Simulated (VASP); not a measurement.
# InP (Fm-3m) in VASP: further runs

The runs below take InP through single point, with PBEsol.

All numbers are computed with VASP 6.6.1; they aren't measurements. Logs are shortened: lines on timing, memory, paths and dates and some standing lists are left out, and cuts for length are marked.

## Step 1: The cell of the first run

The structure is cubic, space group Fm-3m (No. 225). Conventional cell: a = 5.174 Å, b = 5.174 Å, c = 5.174 Å, α = 90.00°, β = 90.00°, γ = 90.00°. Within 3.4 Å of In (site symmetry m-3m) lie 6 P at 2.59 Å. P (site symmetry m-3m) has 6 In at 2.59 Å within 3.4 Å.

## Step 2: Single point, PBEsol

File INCAR:

```
PREC = Accurate ; ENCUT = 520
EDIFF = 1E-6 ; ISMEAR = -1
SIGMA = 0.15 ; LREAL = False
LASPH = True ; NELM = 80
ALGO = Normal ; ISIF = 2
LWAVE = False ; LCHARG = False
GGA = PS ; NBANDS = 16
```

File KPOINTS:

```
regular mesh
0
Gamma
  14 14 14
```

File POSCAR:

```
InP
1.0
    0.0000000000      2.5871656956      2.5871656956
    2.5871656956      0.0000000000      2.5871656956
    2.5871656956      2.5871656956      0.0000000000
In P
1 1
Direct
    0.0000000000      0.0000000000      0.0000000000
    0.5000000000      0.5000000000      0.5000000000
```

Potentials or basis: VASP PAW PBE potentials, release 64 (In_d, P).

Started as:

```bash
$ cat potpaw_PBE.64/In_d/POTCAR potpaw_PBE.64/P/POTCAR > POTCAR
$ mpirun -np 1 vasp_std > vasp.out
```

OUTCAR:

```text
PREC = Accurate
   ENCUT = 520
   EDIFF = 1E-6
   ISMEAR = -1
   LREAL = False
   LASPH = True
   NELM = 80
   ISIF = 2
   GGA = PS

 ion  position               nearest neighbor table
   1  0.000  0.000  0.000-   2 2.59   2 2.59   2 2.59   2 2.59   2 2.59   2 2.59
   2  0.500  0.500  0.500-   1 2.59   1 2.59   1 2.59   1 2.59   1 2.59   1 2.59

  LATTYP: Found a face centered cubic cell.
 ALAT       =     5.1743313912

  Lattice vectors:

 A1 = (   0.0000000000,   2.5871656956,   2.5871656956)
 A2 = (   2.5871656956,   0.0000000000,   2.5871656956)
 A3 = (   2.5871656956,   2.5871656956,   0.0000000000)

Analysis of symmetry for initial positions (statically):
=====================================================================
 Subroutine PRICEL returns:
 Original cell was already a primitive cell.

 Routine SETGRP: Setting up the symmetry group for a
 face centered cubic supercell.

 Subroutine GETGRP returns: Found 48 space group operations
 (whereof 48 operations were pure point group operations)
 out of a pool of 48 trial point group operations.

The static configuration has the point symmetry O_h .

Analysis of symmetry for dynamics (positions and initial velocities):
=====================================================================
 Subroutine PRICEL returns:
 Original cell was already a primitive cell.

 Routine SETGRP: Setting up the symmetry group for a
 face centered cubic supercell.

 Subroutine GETGRP returns: Found 48 space group operations
 (whereof 48 operations were pure point group operations)
 out of a pool of 48 trial point group operations.

The dynamic configuration has the point symmetry O_h .

 Subroutine INISYM returns: Found 48 space group operations
 (whereof 48 operations are pure point group operations),
 and found     1 'primitive' translations

----------------------------------------------------------------------------------------

                                     Primitive cell

  volume of cell :      34.6340

  direct lattice vectors                    reciprocal lattice vectors
     0.000000000  2.587165696  2.587165696    -0.193261684  0.193261684  0.193261684
     2.587165696  0.000000000  2.587165696     0.193261684 -0.193261684  0.193261684
     2.587165696  2.587165696  0.000000000     0.193261684  0.193261684 -0.193261684

  length of vectors
     3.658804815  3.658804815  3.658804815     0.334739056  0.334739056  0.334739056

  position of ions in fractional coordinates (direct lattice)
     0.000000000  0.000000000  0.000000000
     0.500000000  0.500000000  0.500000000

  ion indices of the primitive-cell ions
   primitive index   ion index
                 1           1
                 2           2

----------------------------------------------------------------------------------------

 KPOINTS: regular mesh

Automatic generation of k-mesh.
 Grid dimensions read from file:
 generate k-points for:   14   14   14

 Generating k-lattice:

  Cartesian coordinates                     Fractional coordinates (reciprocal lattice)
    -0.013804406  0.013804406  0.013804406     0.071428571  0.000000000  0.000000000
     0.013804406 -0.013804406  0.013804406     0.000000000  0.071428571  0.000000000
     0.013804406  0.013804406 -0.013804406     0.000000000  0.000000000  0.071428571

  Length of vectors
     0.023909933  0.023909933  0.023909933

  Shift w.r.t. Gamma in fractional coordinates (k-lattice)
     0.000000000  0.000000000  0.000000000

 Subroutine IBZKPT returns following result:
 ===========================================

 Found    104 irreducible k-points:

 Following reciprocal coordinates:
            Coordinates               Weight
  0.000000  0.000000  0.000000      1.000000
  0.071429  0.000000  0.000000      8.000000
  0.142857  0.000000  0.000000      8.000000
  0.214286  0.000000  0.000000      8.000000
  0.285714  0.000000  0.000000      8.000000
  0.357143  0.000000  0.000000      8.000000
[... 16 lines left out ...]
  0.214286  0.142857  0.000000     24.000000
  0.285714  0.142857  0.000000     24.000000
 [... further k-points ...]
   k-points           NKPTS =    104   k-points in BZ     NKDIM =    104   number of bands    NBANDS=     16
   number of dos      NEDOS =    301   number of ions     NIONS =      2
   total plane-waves  NPLWV =  21952
   dimension x,y,z NGX =    28 NGY =   28 NGZ =   28
   dimension x,y,z NGXF=    56 NGYF=   56 NGZF=   56
   ions per type =               1   1
   NGX,Y,Z   is equivalent  to a cutoff of  12.72, 12.72, 12.72 a.u.
   NGXF,Y,Z  is equivalent  to a cutoff of  25.44, 25.44, 25.44 a.u.
 SYSTEM =  unknown system
   PREC   = accura    normal or accurate (medium, high low for compatibility)
   ISTART =      0    job   : 0-new  1-cont  2-samecut
   ICHARG =      2    charge: 1-file 2-atom 10-const
   ISPIN  =      1    spin polarized calculation?
   LNONCOLLINEAR =      F non collinear calculations
   LSORBIT =      F    spin-orbit coupling
   LASPH  =      T    aspherical Exc in radial PAW
   ENCUT  =  520.0 eV  38.22 Ry    6.18 a.u.   6.80  6.80  6.80*2*pi/ulx,y,z
   NELM   =     80;   NELMIN=  2; NELMDL= -5     # of ELM steps
   EDIFF  = 0.1E-05   stopping-criterion for ELM
   LREAL  =      F    real-space projection
   EDIFFG = 0.1E-04   stopping-criterion for IOM
   NSW    =      0    number of steps for IOM
   IBRION =     -1    ionic relax: 0-MD 1-quasi-New 2-CG
   NFREE  =      0    steps in history (QN), initial steepest desc. (CG)
   ISIF   =      2    stress and relaxation
   ISYM   =      2    0-nonsym 1-usesym 2-fastsym
   POTIM  = 0.5000    time-step for ionic-motion
   TEBEG  =    0.0;   TEEND  =   0.0 temperature during run
   PSTRESS=    0.0 pullay stress
   NELECT =      18.0000    total number of electrons
   NUPDOWN=      -1.0000    fix difference up-down
   EMIN   =  10.00;   EMAX   =-10.00  energy-range for DOS
   EFERMI =   0.00;   METHOD = LEGACY
   ISMEAR =    -1;   SIGMA  =   0.15  broadening in eV -4-tet -1-fermi 0-gaus
   EFERMI_NEDOS =   21; number of points for ismear=-14 and -15
   IALGO  =     38    algorithm
   IMIX   =      4    mixing-type and parameters
     AMIX     =   0.40;   BMIX     =  1.00
     AMIX_MAG =   1.60;   BMIX_MAG =  1.00
  volume/ion in A,a.u.               =      17.32       116.86
  Fermi-wavevector in a.u.,A,eV,Ry     =   1.316229  2.487312 23.571529  1.732459
  Thomas-Fermi vector in A             =   2.446356
   LORBIT       =      0    0 simple, 1 ext, 2 COOP (PROOUT), +10 PAW based schemes
   GGA     = PS    functional components
   LHFCALC =     F    Hartree Fock is set to
   AEXX    =    0.0000 exact exchange contribution
   IVDW    =     0    specifies the selected vdW correction
   LEPSILON=     F    determine dielectric tensor
   LRPA    =     F    only Hartree local field effects (RPA)
 non-spin polarized calculation
  energy-cutoff  :      520.00
  volume of cell :       34.63
 maximum number of plane-waves:       950
   NGX = 13   NGY = 13   NGZ = 13

 number of electron      18.0000008 magnetization

 Free energy of the ion-electron system (eV)
  ---------------------------------------------------
  ext. energy  EPLUGINS =         0.00000000
  ---------------------------------------------------
  free energy    TOTEN  =        -8.49922340 eV

  energy without entropy =       -8.44216841  energy(sigma->0) =       -8.47069590

 E-fermi :   9.7458     XC(G=0): -11.5152

 val. band max:        9.7248802533   @ k =   0.3571   0.0000   0.0000
 cond. band min:       9.7983743357   @ k =   0.5000   0.3571   0.0714
 fundamental gap:      0.0734940824
 Fermi energy:         9.7458197934

 k-point     1 :       0.0000    0.0000    0.0000
  band No.  band energies     occupation
      1      -4.8080      2.00000
      2      -4.8080      2.00000
      3      -4.7718      2.00000
      4      -4.7718      2.00000
      5      -4.7718      2.00000
      6      -4.0530      2.00000
[... 8 lines left out ...]
     15      19.4036      0.00000
     16      19.4036      0.00000

 k-point     2 :       0.0714    0.0000    0.0000
  band No.  band energies     occupation
      1      -4.8128      2.00000
      2      -4.8128      2.00000
      3      -4.7731      2.00000
      4      -4.7654      2.00000
      5      -4.7654      2.00000
      6      -3.9733      2.00000
[... 8 lines left out ...]
     15      18.4511      0.00000
     16      19.0621      0.00000

 k-point     3 :       0.1429    0.0000    0.0000
  band No.  band energies     occupation
      1      -4.8296      2.00000
      2      -4.8296      2.00000
      3      -4.7787      2.00000
      4      -4.7442      2.00000
      5      -4.7442      2.00000
      6      -3.7339      2.00000
[... 8 lines left out ...]
     15      17.9252      0.00000
     16      18.8086      0.00000

 k-point     4 :       0.2143    0.0000    0.0000
  band No.  band energies     occupation
      1      -4.8559      2.00000
      2      -4.8559      2.00000
      3      -4.7896      2.00000
      4      -4.7111      2.00000
      5      -4.7111      2.00000
      6      -3.3388      2.00000
[... 8 lines left out ...]
     15      18.3358      0.00000
     16      18.6408      0.00000
[... 324 lines left out ...]
 k-point    22 :       0.1429    0.1429    0.0000
  band No.  band energies     occupation
      1      -4.9001      2.00000
      2      -4.7942      2.00000
      3      -4.7907      2.00000
      4      -4.7338      2.00000
      5      -4.7338      2.00000
      6      -3.5936      2.00000
[... 8 lines left out ...]
     15      20.5768      0.00000
     16      20.8581      0.00000

 k-point    23 :       0.2143    0.1429    0.0000
  band No.  band energies     occupation
      1      -4.9511      2.00000
      2      -4.8020      2.00000
      3      -4.7947      2.00000
      4      -4.7165      2.00000
      5      -4.7054      2.00000
      6      -3.2766      2.00000
[... 8 lines left out ...]
     15      20.1537      0.00000
     16      20.8490      0.00000

 k-point    24 :       0.2857    0.1429    0.0000
  band No.  band energies     occupation
      1      -4.9939      2.00000
      2      -4.8152      2.00000
      3      -4.8043      2.00000
      4      -4.7012      2.00000
      5      -4.6670      2.00000
      6      -2.8128      2.00000
[... 8 lines left out ...]
     15      20.3659      0.00000
     16      20.7620      0.00000

 [... further k-points ...]

------------------------ aborting loop because EDIFF is reached ----------------------------------------

  FORCE on cell =-STRESS in cart. coord.  units (eV):
  Direction    XX          YY          ZZ          XY          YZ          ZX
  --------------------------------------------------------------------------------------
  -------------------------------------------------------------------------------------
  Total        4.3602402      4.3602402      4.3602402     -0.0000000      0.0000000      0.0000000
  in kB      201.7057476    201.7057476    201.7057476     -0.0000000      0.0000000      0.0000000
  external PRESSURE =     201.7057476 kB  Pullay stress =       0.0000000 kB

 VOLUME and BASIS-vectors are now :
 -----------------------------------------------------------------------------
  energy-cutoff  :      520.00
  volume of cell :       34.63
      direct lattice vectors                 reciprocal lattice vectors
     0.000000000  2.587165696  2.587165696    -0.193261684  0.193261684  0.193261684
     2.587165696  0.000000000  2.587165696     0.193261684 -0.193261684  0.193261684
     2.587165696  2.587165696  0.000000000     0.193261684  0.193261684 -0.193261684

 POSITION                                       TOTAL-FORCE (eV/Angst)
 -----------------------------------------------------------------------------------
      0.00000      0.00000      0.00000         0.000000     -0.000000      0.000000
      2.58717      2.58717      2.58717        -0.000000      0.000000     -0.000000
 -----------------------------------------------------------------------------------
    total drift:                               -0.000000      0.000000      0.000000

  FREE ENERGIE OF THE ION-ELECTRON SYSTEM (eV)
  ---------------------------------------------------
  free  energy   TOTEN  =        -8.4992234006 eV

  energy  without entropy=       -8.4421684071  energy(sigma->0) =       -8.47069590
```

Run time: 21 s. Hardware: 1 thread of Intel Xeon 6975P-C (Granite Rapids), shared host; peak memory 0.19 GiB.

Results:

| Property | Result |
| --- | --- |
| Free energy | -8.4992 eV |
| Pressure | 20.2 GPa |
| Band gap on the k mesh | zero (band 9 reaches 10.11 eV, above the bottom of band 10 at 7.38 eV) |

Caveat: the PAW data sets were made with another functional, which shifts forces and pressure a little; spin-orbit coupling is left out, which moves the levels of the heavy elements.

## Step 3: Single point, PBEsol

This run uses another cell than the first one, of 20.37 Å³/atom, 1.176 times its volume.

File INCAR:

```
ALGO     = Normal         # electronic algorithm
EDIFF    = 1E-6           # SCF threshold, eV
ENCUT    = 520            # plane-wave cutoff, eV
GGA      = PS             # functional
ISIF     = 2              # what is computed and relaxed
ISMEAR   = -1             # smearing method
LASPH    = True           # aspherical terms in the spheres
LCHARG   = False          # write CHGCAR
LREAL    = False          # projectors in reciprocal space
LWAVE    = False          # write WAVECAR
NBANDS   = 16             # bands
NELM     = 80             # most SCF steps
PREC     = Accurate       # precision mode
SIGMA    = 0.15           # smearing width, eV
```

File KPOINTS:

```
k-points
0
Gamma
  14 14 14
```

File POSCAR:

```
InP
1.0
    0.0000000000      2.7310715423      2.7310715423
    2.7310715423      0.0000000000      2.7310715423
    2.7310715423      2.7310715423      0.0000000000
In P
1 1
Direct
    0.0000000000      0.0000000000      0.0000000000
    0.5000000000      0.5000000000      0.5000000000
```

Potentials or basis: VASP PAW PBE potentials, release 64 (In_d, P).

Started as:

```bash
$ cat potpaw_PBE.64/In_d/POTCAR potpaw_PBE.64/P/POTCAR > POTCAR
$ mpirun -np 1 vasp_std > vasp.out
```

Wall time 27 s (1 thread of Intel Xeon 6975P-C (Granite Rapids), shared host); peak memory 0.21 GiB.

The run converged. Its results:

| Quantity | Value |
| --- | --- |
| Free energy | -8.8306 eV |
| Pressure | 0.0 GPa |
| Band gap on the k mesh | zero (band 9 reaches 7.78 eV, above the bottom of band 10 at 4.96 eV) |

Levels at points of the mesh, in eV from the Fermi level:
```
           k point  band 6  band 7  band 8  band 9  band 10  band 11  band 12  band 13
(0.00, 0.00, 0.00)  -12.37   -0.33   -0.33   -0.33     0.78     7.04     7.04     7.04
(0.50, 0.00, 0.00)  -10.13   -6.94    0.14    0.14     2.40     3.31     3.31     5.44
(0.50, 0.50, 0.00)   -8.88   -5.29   -2.55   -2.52    -2.52     3.64    10.13    10.13
```

Caveat: the PAW data sets were made with another functional, which shifts forces and pressure a little; spin-orbit coupling is left out, which moves the levels of the heavy elements.

## Step 4: Single point, PBEsol

This run uses another cell than the first one, of 20.34 Å³/atom, 1.174 times its volume.

File INCAR:

```
SYSTEM = InP
PREC = Accurate
ENCUT = 520
EDIFF = 1E-6
ISMEAR = 0
SIGMA = 0.1
LREAL = .False.
LASPH = .True.
NELM = 100
ALGO = Normal
ISIF = 2
LWAVE = .False.
LCHARG = .False.
GGA = PS
NBANDS = 16
ISYM = 0
```

File KPOINTS:

```
Automatic mesh
0
Gamma
  9 7 18
  0 0 0
```

File POSCAR:

```
InP
1.0
    3.8601906168      0.0000000000      0.0000000000
    0.0000000000      5.4591339236      0.0000000000
    1.9300953084      2.7295669618      1.9300953084
In P
1 1
Direct
    0.0000000000      0.0000000000      0.0000000000
    0.0000000000      0.5000000000      0.0000000000
```

Started as:

```bash
$ cat potpaw_PBE.64/In_d/POTCAR potpaw_PBE.64/P/POTCAR > POTCAR
$ mpirun -np 1 vasp_std > vasp.out
```

Wall time 7.1 min (1 thread of Intel Xeon 6975P-C, shared host); peak memory 0.48 GiB.

It converged, with:

```yaml
Free_energy: -8.8024 eV
Pressure: 0.0 GPa
Band_gap_on_the_k_mesh: zero (band 9 reaches 7.80 eV, above the bottom of band 10 at 4.97 eV)
```

Levels at points of the mesh, in eV from the Fermi level:
| k point | band 5 | band 6 | band 7 | band 8 | band 9 | band 10 | band 11 | band 12 | band 13 | band 14 |
| --- | --- | --- | --- | --- | --- | --- | --- | --- | --- | --- |
| (0.00, 0.00, 0.00) | -14.21 | -12.40 | -0.35 | -0.35 | -0.34 | 0.78 | 7.03 | 7.03 | 7.03 | 8.62 |
| (0.00, 0.00, 0.50) | -14.08 | -8.89 | -5.31 | -2.56 | -2.54 | -2.53 | 3.63 | 10.14 | 10.14 | 10.42 |

Caveat: the PAW data sets were made with another functional, which shifts forces and pressure a little; spin-orbit coupling is left out, which moves the levels of the heavy elements.

## Step 5: Overview

| cell | k mesh | smearing | gap on the mesh (eV) | pressure (GPa) |
| --- | --- | --- | --- | --- |
| a = 3.659 Å, angles 60.0°, 2 atoms | 14 × 14 × 14 | fermi-dirac 0.15 eV | none | 20.2 |
| a = 3.862 Å, angles 60.0°, 2 atoms | 14 × 14 × 14 | fermi-dirac 0.15 eV | none | 0.0 |
| a = 3.860, b = 5.459 Å, angles 45.0, 60.0, 90.0°, 2 atoms | 9 × 7 × 18 | gaussian 0.1 eV | none | 0.0 |

Alike in all rows: task single point; level PBEsol; potentials or basis VASP PAW PBE potentials, release 64 (In_d, P); no spin polarisation; cutoff (eV) 520.

Caveats: the PAW data sets were made with another functional, which shifts forces and pressure a little; spin-orbit coupling is left out, which moves the levels of the heavy elements.

Absolute energies hang on the potentials; compare differences alone.
